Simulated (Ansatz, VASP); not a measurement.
# MgCd3Se4: VASP beside Ansatz

```xyz
8
Lattice="4.0385 0.0000 0.0000 0.0000 4.0385 0.0000 0.0000 0.0000 11.3251" Properties=species:S:1:pos:R:3 pbc="T T T"
Mg    0.0000    0.0000    0.0000
Cd    2.0193    2.0193    2.8181
Cd    0.0000    0.0000    5.6625
Cd    2.0193    2.0193    8.5070
Se    0.0000    0.0000    2.7751
Se    2.0193    2.0193    5.6625
Se    0.0000    0.0000    8.5499
Se    2.0193    2.0193    0.0000
```

Alike in both runs: functional PBE; k mesh 4 × 4 × 2; occupations gaussian, width 0.1 eV; no spin polarisation.

Ansatz relaxed the structure, and its values are those at the end. VASP's run is a single point on that final structure, the one shown.

```csv
,VASP,Ansatz
version,VASP 6.6.1,Ansatz 0.2.0
potentials or method,"VASP PAW PBE potentials, release 64 (Mg, Cd, Se), cutoff 520 eV","scalar-relativistic, plane waves, PAW"
valence electrons in the cell,62,134
```

Ansatz gave:

* gap on the k mesh at the Fermi level (eV): none
* pressure (GPa): 0.0
* rms of the force components (eV/Å): 0.003

Question: What did VASP give for the same quantities?

Answer: gap on the k mesh at the Fermi level (eV): none; pressure (GPa): 0.2; rms of the force components (eV/Å): 0.008.

A gap of «none» marks a metal or a gap that the smearing closes. VASP's potentials hold 62 valence electrons a cell and Ansatz's 134, so a difference there can come from the potentials and not from the codes.

The k mesh is coarse, so the values compare programs but aren't converged.
